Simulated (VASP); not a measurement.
Set up this calculation in VASP 6.6.1, as the native input.

* Task: relaxation of cell and atoms
* Functional: LDA
* Potentials or basis: VASP PAW LDA potentials, release 64 (Ti_sv, Pt)
* Cutoff: 600 eV
* k mesh: 8 × 8 × 8
* Occupations: fermi-dirac, width 0.1 eV
* Spin: no spin polarisation
* Dipole correction: no
* Further INCAR settings: ALGO = Normal; EDIFF = 1e-06; IBRION = 2; EDIFFG = -0.01; NSW = 80; ISIF = 3

The structure of TiPt3 lies in POSCAR:

```
TiPt3
1.0
    3.8970000000      0.0000000000      0.0000000000
    0.0000000000      3.8970000000      0.0000000000
    0.0000000000      0.0000000000      3.8970000000
Ti Pt
1 3
Direct
    0.0000000000      0.0000000000      0.0000000000
    0.0000000000      0.5000000000      0.5000000000
    0.5000000000      0.0000000000      0.5000000000
    0.5000000000      0.5000000000      0.0000000000
```

One way to write it, as run:

INCAR

```
  PREC = Accurate
  ENCUT = 600
  EDIFF = 1E-6
  ISMEAR = -1
  SIGMA = 0.1
  LREAL = False
  LASPH = True
  NELM = 60
  ALGO = Normal
  ISIF = 3
  LWAVE = False
  LCHARG = False
  GGA = CA
  IBRION = 2
  NSW = 80
  EDIFFG = -0.01
```

KPOINTS

```
regular mesh
0
Gamma
  8 8 8
```

Potentials or basis: VASP PAW LDA potentials, release 64 (Ti_sv, Pt).

The run is started by

```bash
$ cat potpaw_LDA.64/Ti_sv/POTCAR potpaw_LDA.64/Pt/POTCAR > POTCAR
$ mpirun -np 1 vasp_std > vasp.out
```

Results of the run:

| Property | Result |
| --- | --- |
| Relaxed volume | 14.57 Å³/atom |
| Relaxed cell | a = 3.877 Å, b = 3.877 Å, c = 3.877 Å, α = 90.00°, β = 90.00°, γ = 90.00° |
| Space group after relaxing (to 0.1 Å) | Pm-3m (No. 221) |
| Energy gained by relaxing | 3.0 meV/atom |
| Ionic steps | 3 |
| Pressure after relaxing | -0.1 GPa |
| Band gap on the k mesh | zero (bands 21 and 22 overlap by 1.89 eV) |

Caveat: spin-orbit coupling is left out, which moves the levels of the heavy elements.

It took 2.3 min on 1 thread of Intel Xeon 8259CL (shared host), peak memory 0.21 GiB.
